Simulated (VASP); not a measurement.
# Sb2Pt in VASP: a series of runs

The runs below take Sb2Pt through single point, with PBE.

All numbers are computed with VASP 6.6.1; they aren't measurements. Logs are shortened: lines on timing, memory, paths and dates and some standing lists are left out, and cuts for length are marked.

## 1. The cell of the first run

It takes space group P3m1 (No. 156, trigonal). Conventional cell: a = 4.060 Å, b = 4.060 Å, c = 5.226 Å, α = 90.00°, β = 90.00°, γ = 120.00°. Pt (site symmetry 3m) has 6 Sb at 2.68 to 2.71 Å within 3.5 Å. Sb (site symmetry 3m) has 3 Pt at 2.71 Å and 6 Sb at 3.48 to 3.54 Å within 3.6 Å. Within 3.6 Å of Sb (site symmetry 3m) lie 3 Pt at 2.68 Å and 6 Sb at 3.48 to 3.54 Å.

## 2. Single point, PBE (atom 3 (Sb) moved 0.05 Å along z)

The input, INCAR:

```
SYSTEM = Sb2Pt
  PREC = Accurate
  ENCUT = 520
  EDIFF = 1E-6
  ISMEAR = 0
  SIGMA = 0.05
  LREAL = .False.
  LASPH = .True.
  NELM = 60
  ALGO = Normal
  ISIF = 2
  LWAVE = .False.
  LCHARG = .False.
  GGA = PE
  NBANDS = 17
```

The input, KPOINTS:

```
regular mesh
0
Gamma
  10 10 6
  0 0 0
```

The input, POSCAR:

```
Sb2Pt
1.0
    4.0599872515      0.0000000000      0.0000000000
   -2.0299936257      3.5160520988      0.0000000000
    0.0000000000      0.0000000000      5.2259058719
Pt Sb
1 2
Direct
    0.0000000000      0.0000000000      0.0000000000
    0.3333333333      0.6666666667      0.2584105895
    0.6666666667      0.3333333333      0.7511571297
```

Potentials or basis: VASP PAW PBE potentials, release 64 (Pt, Sb).

The run is started by

```console
cat potpaw_PBE.64/Pt/POTCAR potpaw_PBE.64/Sb/POTCAR > POTCAR
mpirun -np 1 vasp_std > vasp.out
```

OUTCAR:

```text
SYSTEM = Sb2Pt
   PREC = Accurate
   ENCUT = 520
   EDIFF = 1E-6
   ISMEAR = 0
   LREAL = .False.
   LASPH = .True.
   NELM = 60
   ISIF = 2
   GGA = PE

 ion  position               nearest neighbor table
   1  0.000  0.000  0.000-   3 2.68   3 2.68   3 2.68   2 2.71   2 2.71   2 2.71
   2  0.333  0.667  0.258-   1 2.71   1 2.71   1 2.71   3 3.48   3 3.48   3 3.48   3 3.54   3 3.54
                             3 3.54
   3  0.667  0.333  0.751-   1 2.68   1 2.68   1 2.68   2 3.48   2 3.48   2 3.48   2 3.54   2 3.54
                             2 3.54

  LATTYP: Found a hexagonal cell.
 ALAT       =     4.0599872515
 C/A-ratio  =     1.2871729757

  Lattice vectors:

 A1 = (   4.0599872515,   0.0000000000,   0.0000000000)
 A2 = (  -2.0299936257,   3.5160520988,   0.0000000000)
 A3 = (   0.0000000000,   0.0000000000,   5.2259058719)

Analysis of symmetry for initial positions (statically):
=====================================================================
 Subroutine PRICEL returns:
 Original cell was already a primitive cell.

 Routine SETGRP: Setting up the symmetry group for a
 hexagonal supercell.

 Subroutine GETGRP returns: Found  6 space group operations
 (whereof  6 operations were pure point group operations)
 out of a pool of 24 trial point group operations.

The static configuration has the point symmetry C_3v.

Analysis of symmetry for dynamics (positions and initial velocities):
=====================================================================
 Subroutine PRICEL returns:
 Original cell was already a primitive cell.

 Routine SETGRP: Setting up the symmetry group for a
 hexagonal supercell.

 Subroutine GETGRP returns: Found  6 space group operations
 (whereof  6 operations were pure point group operations)
 out of a pool of 24 trial point group operations.

The dynamic configuration has the point symmetry C_3v.

 Subroutine INISYM returns: Found  6 space group operations
 (whereof  6 operations are pure point group operations),
 and found     1 'primitive' translations

----------------------------------------------------------------------------------------

                                     Primitive cell

  volume of cell :      74.6005

  direct lattice vectors                    reciprocal lattice vectors
     4.059987251  0.000000000  0.000000000     0.246306192  0.142204946  0.000000000
    -2.029993626  3.516052099  0.000000000     0.000000000  0.284409893  0.000000000
     0.000000000  0.000000000  5.225905872     0.000000000  0.000000000  0.191354384

  length of vectors
     4.059987251  4.059987251  5.225905872     0.284409893  0.284409893  0.191354384

  position of ions in fractional coordinates (direct lattice)
     0.000000000  0.000000000  0.000000000
     0.333333333  0.666666667  0.258410590
     0.666666667  0.333333333  0.751157130

  ion indices of the primitive-cell ions
   primitive index   ion index
                 1           1
                 2           2
                 3           3

----------------------------------------------------------------------------------------

 KPOINTS: regular mesh

Automatic generation of k-mesh.
 Grid dimensions read from file:
 generate k-points for:   10   10    6

 Generating k-lattice:

  Cartesian coordinates                     Fractional coordinates (reciprocal lattice)
     0.024630619  0.014220495  0.000000000     0.100000000 -0.000000000  0.000000000
     0.000000000  0.028440989  0.000000000     0.000000000  0.100000000  0.000000000
     0.000000000  0.000000000  0.031892397     0.000000000  0.000000000  0.166666667

  Length of vectors
     0.028440989  0.028440989  0.031892397

  Shift w.r.t. Gamma in fractional coordinates (k-lattice)
     0.000000000  0.000000000  0.000000000

 Subroutine IBZKPT returns following result:
 ===========================================

 Found     72 irreducible k-points:

 Following reciprocal coordinates:
            Coordinates               Weight
  0.000000  0.000000  0.000000      1.000000
  0.100000 -0.000000  0.000000      6.000000
  0.200000 -0.000000  0.000000      6.000000
  0.300000 -0.000000  0.000000      6.000000
  0.400000  0.000000  0.000000      6.000000
  0.500000 -0.000000  0.000000      3.000000
[... 16 lines left out ...]
  0.000000  0.400000  0.166667      6.000000
  0.500000 -0.000000  0.166667      6.000000
 [... further k-points ...]
   k-points           NKPTS =     72   k-points in BZ     NKDIM =     72   number of bands    NBANDS=     17
   number of dos      NEDOS =    301   number of ions     NIONS =      3
   total plane-waves  NPLWV =  36000
   dimension x,y,z NGX =    30 NGY =   30 NGZ =   40
   dimension x,y,z NGXF=    60 NGYF=   60 NGZF=   80
   ions per type =               1   2
   NGX,Y,Z   is equivalent  to a cutoff of  12.28, 12.28, 12.72 a.u.
   NGXF,Y,Z  is equivalent  to a cutoff of  24.57, 24.57, 25.45 a.u.
 SYSTEM =  Sb2Pt
   PREC   = accura    normal or accurate (medium, high low for compatibility)
   ISTART =      0    job   : 0-new  1-cont  2-samecut
   ICHARG =      2    charge: 1-file 2-atom 10-const
   ISPIN  =      1    spin polarized calculation?
   LNONCOLLINEAR =      F non collinear calculations
   LSORBIT =      F    spin-orbit coupling
   LASPH  =      T    aspherical Exc in radial PAW
   ENCUT  =  520.0 eV  38.22 Ry    6.18 a.u.   7.55  7.55  9.72*2*pi/ulx,y,z
   NELM   =     60;   NELMIN=  2; NELMDL= -5     # of ELM steps
   EDIFF  = 0.1E-05   stopping-criterion for ELM
   LREAL  =      F    real-space projection
   EDIFFG = 0.1E-04   stopping-criterion for IOM
   NSW    =      0    number of steps for IOM
   IBRION =     -1    ionic relax: 0-MD 1-quasi-New 2-CG
   NFREE  =      0    steps in history (QN), initial steepest desc. (CG)
   ISIF   =      2    stress and relaxation
   ISYM   =      2    0-nonsym 1-usesym 2-fastsym
   POTIM  = 0.5000    time-step for ionic-motion
   TEBEG  =    0.0;   TEEND  =   0.0 temperature during run
   PSTRESS=    0.0 pullay stress
   NELECT =      20.0000    total number of electrons
   NUPDOWN=      -1.0000    fix difference up-down
   EMIN   =  10.00;   EMAX   =-10.00  energy-range for DOS
   EFERMI =   0.00;   METHOD = LEGACY
   ISMEAR =     0;   SIGMA  =   0.05  broadening in eV -4-tet -1-fermi 0-gaus
   EFERMI_NEDOS =   21; number of points for ismear=-14 and -15
   IALGO  =     38    algorithm
   IMIX   =      4    mixing-type and parameters
     AMIX     =   0.40;   BMIX     =  1.00
     AMIX_MAG =   1.60;   BMIX_MAG =  1.00
  volume/ion in A,a.u.               =      24.87       167.81
  Fermi-wavevector in a.u.,A,eV,Ry     =   1.055612  1.994817 15.161199  1.114317
  Thomas-Fermi vector in A             =   2.190817
   LORBIT       =      0    0 simple, 1 ext, 2 COOP (PROOUT), +10 PAW based schemes
   GGA     = PE    functional components
   LHFCALC =     F    Hartree Fock is set to
   AEXX    =    0.0000 exact exchange contribution
   IVDW    =     0    specifies the selected vdW correction
   LEPSILON=     F    determine dielectric tensor
   LRPA    =     F    only Hartree local field effects (RPA)
 non-spin polarized calculation
 Gauss-broadening in eV      SIGMA  =   0.05
  energy-cutoff  :      520.00
  volume of cell :       74.60
 maximum number of plane-waves:      2031
   NGX = 15   NGY = 15   NGZ = 19

 number of electron      19.9999999 magnetization

 Free energy of the ion-electron system (eV)
  ---------------------------------------------------
  ext. energy  EPLUGINS =         0.00000000
  ---------------------------------------------------
  free energy    TOTEN  =       -15.37218947 eV

  energy without entropy =      -15.37089863  energy(sigma->0) =      -15.37154405

 E-fermi :   7.8001     XC(G=0): -10.3936

 val. band max:        7.7732813373   @ k =   0.3000   0.3000   0.0000
 cond. band min:       7.8137567630   @ k =   0.1000   0.1000   0.3333
 fundamental gap:      0.0404754256
 Fermi energy:         7.8001065863

 k-point     1 :       0.0000    0.0000    0.0000
  band No.  band energies     occupation
      1      -4.2273      2.00000
      2       0.0292      2.00000
      3       2.2636      2.00000
      4       3.0028      2.00000
      5       3.0028      2.00000
      6       4.6327      2.00000
[... 9 lines left out ...]
     16      14.7336      0.00000
     17      14.7336      0.00000

 k-point     2 :       0.1000   -0.0000    0.0000
  band No.  band energies     occupation
      1      -4.1047      2.00000
      2      -0.0797      2.00000
      3       2.3851      2.00000
      4       3.0642      2.00000
      5       3.1288      2.00000
      6       4.5900      2.00000
[... 9 lines left out ...]
     16      14.9267      0.00000
     17      14.9523      0.00000

 k-point     3 :       0.2000   -0.0000    0.0000
  band No.  band energies     occupation
      1      -3.7457      2.00000
      2      -0.3513      2.00000
      3       2.7299      2.00000
      4       3.2318      2.00000
      5       3.4050      2.00000
      6       4.4558      2.00000
[... 9 lines left out ...]
     16      15.2992      0.00000
     17      15.6288      0.00000

 k-point     4 :       0.3000   -0.0000    0.0000
  band No.  band energies     occupation
      1      -3.1806      2.00000
      2      -0.7074      2.00000
      3       3.1386      2.00000
      4       3.4422      2.00000
      5       3.4741      2.00000
      6       4.2534      2.00000
[... 9 lines left out ...]
     16      15.0339      0.00000
     17      15.1894      0.00000
[... 343 lines left out ...]
      1      -2.3130      2.00000
      2      -1.3488      2.00000
      3       2.6806      2.00000
      4       3.5801      2.00000
      5       3.9256      2.00000
      6       4.2821      2.00000
[... 9 lines left out ...]
     16      15.5264      0.00000
     17      16.1158      0.00000

 k-point    23 :       0.0000    0.4000    0.1667
  band No.  band energies     occupation
      1      -2.4487      2.00000
      2      -1.0257      2.00000
      3       2.2511      2.00000
      4       3.4010      2.00000
      5       3.4941      2.00000
      6       4.6972      2.00000
[... 9 lines left out ...]
     16      15.6810      0.00000
     17      16.4490      0.00000

 k-point    24 :       0.5000   -0.0000    0.1667
  band No.  band energies     occupation
      1      -1.8667      2.00000
      2      -1.5277      2.00000
      3       2.1599      2.00000
      4       3.5596      2.00000
      5       3.7179      2.00000
      6       4.8547      2.00000
[... 9 lines left out ...]
     16      15.5685      0.00000
     17      16.2085      0.00000

 [... further k-points ...]

------------------------ aborting loop because EDIFF is reached ----------------------------------------

  FORCE on cell =-STRESS in cart. coord.  units (eV):
  Direction    XX          YY          ZZ          XY          YZ          ZX
  --------------------------------------------------------------------------------------
  -------------------------------------------------------------------------------------
  Total        0.3963513      0.3963513      0.1870853      0.0000000      0.0000000     -0.0000000
  in kB        8.5123468      8.5123468      4.0179885      0.0000000      0.0000000     -0.0000000
  external PRESSURE =       7.0142273 kB  Pullay stress =       0.0000000 kB

 VOLUME and BASIS-vectors are now :
 -----------------------------------------------------------------------------
  energy-cutoff  :      520.00
  volume of cell :       74.60
      direct lattice vectors                 reciprocal lattice vectors
     4.059987251  0.000000000  0.000000000     0.246306192  0.142204946  0.000000000
    -2.029993626  3.516052099  0.000000000     0.000000000  0.284409893  0.000000000
     0.000000000  0.000000000  5.225905872     0.000000000  0.000000000  0.191354384

 POSITION                                       TOTAL-FORCE (eV/Angst)
 -----------------------------------------------------------------------------------
      0.00000      0.00000      0.00000         0.000000      0.000000      0.165998
     -0.00000      2.34403      1.35043         0.000000     -0.000000      0.103753
      2.02999      1.17202      3.92548        -0.000000      0.000000     -0.269751
 -----------------------------------------------------------------------------------
    total drift:                                0.000000     -0.000000      0.000001

  FREE ENERGIE OF THE ION-ELECTRON SYSTEM (eV)
  ---------------------------------------------------
  free  energy   TOTEN  =       -15.3721894738 eV

  energy  without entropy=      -15.3708986283  energy(sigma->0) =      -15.37154405
```

It took 2 min on 1 thread of Intel Xeon 8259CL, shared host; peak memory 0.25 GiB.

What came out:

- Free energy: -15.3722 eV
- Pressure: 0.7 GPa
- Largest force: 0.270 eV/Å
- Band gap on the k mesh: zero (bands 10 and 11 overlap by 3.08 eV)

Forces on the atoms (eV/Å):
```
Pt   0.000  0.000  0.166
Sb   0.000  0.000  0.104
Sb   0.000  0.000 -0.270
```

Stress tensor (GPa, compression positive):
```
0.85 0.00 0.00
0.00 0.85 0.00
0.00 0.00 0.40
```

Caveat: the cell differs from its parent crystal (atom 3 (Sb) moved 0.05 Å along z); spin-orbit coupling is left out, which moves the levels of the heavy elements.

(Part 1 of 2 ends here.)
